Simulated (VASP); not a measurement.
Here is a VASP 6.6.1 calculation.

Contents of INCAR:

```
PREC     = Accurate       # precision mode
ENCUT    = 520            # plane-wave cutoff, eV
EDIFF    = 1E-7           # SCF threshold, eV
ISMEAR   = 0              # smearing method
SIGMA    = 0.02           # smearing width, eV
LREAL    = Auto         
LASPH    = T              # aspherical terms in the spheres
NELM     = 100            # most SCF steps
ALGO     = Normal         # electronic algorithm
ISIF     = 2              # what is computed and relaxed
LWAVE    = F              # write WAVECAR
LCHARG   = F              # write CHGCAR
GGA      = PS             # functional
NBANDS   = 83             # bands
```

Contents of KPOINTS:

```
Automatic mesh
0
Gamma
  2 2 2
  0.5 0.5 0.5
```

The input POSCAR:

```
Si
1.0
   -5.4338342764      5.4338342764     -5.4338342764
    5.4338342764     -5.4338342764     -5.4338342764
   -5.4338342764     -5.4338342764      5.4338342764
Si
31
Direct
    0.4999999746      0.0000000000      0.2352442005
    0.2515349071      0.9999999491      0.4997697504
    0.9997698170      0.9999999491      0.7515349737
    0.7484650420      0.7482348178      0.2484650675
    0.7352441751      0.9999999491      0.9999999491
    0.4999999746      0.7515349737      0.4997698424
    0.2647557741      0.7647557486      0.7647557486
    0.0002302242      0.5002301987      0.2517651313
    0.9997698170      0.7515349737      0.9999999491
    0.7517651059      0.5002301987      0.5002301987
    0.4999999746      0.4997698424      0.7515349737
    0.2482348433      0.2484650675      0.2484650675
    0.2515349991      0.4997698424      0.0000000000
    1.0002301733      0.2517651313      0.5002301987
    0.7484650420      0.2484650675      0.7482348178
    0.4999999746      0.2352442005      0.0000000000
    0.7467391889      0.2467392143      0.4942833851
    0.4999999746      0.2475441708      0.7532607348
    0.2532607603      0.2475441708      0.0000000000
    0.0000000000      0.0000000000      0.4999999746
   -0.0057165895      0.2467392143      0.2467392143
    0.7475441453      0.0000000000      0.7532607348
    0.2524558038      0.7524557784      0.5057165641
    0.2532607603      0.0000000000      0.2475441708
    0.0057165895      0.7524558704      0.7524558704
    0.7475441453      0.7532607348      0.0000000000
    0.4999999746      0.4999999746      0.4999999746
    0.4999999746      0.7532607348      0.2475441708
    0.2524558038      0.5057165641      0.7524557784
    0.0000000000      0.4999999746      0.0000000000
    0.7467391889      0.4942833851      0.2467392143
```

Potentials or basis: VASP PAW PBE potentials, release 64 (Si).

Command:

```bash
$ cat potpaw_PBE.64/Si/POTCAR > POTCAR
$ mpirun -np 1 vasp_std > vasp.out
```

(1) Predict the band gap on the k mesh.

(2) What does it give for the largest force?

Answers

(1) zero (band 62 reaches 5.87 eV, above the bottom of band 63 at 5.70 eV).

(2) 0.029 eV/Å.

Caveat: the k points lie up to 0.41 Å⁻¹ apart; the PAW data sets were made with another functional, which shifts forces and pressure a little.
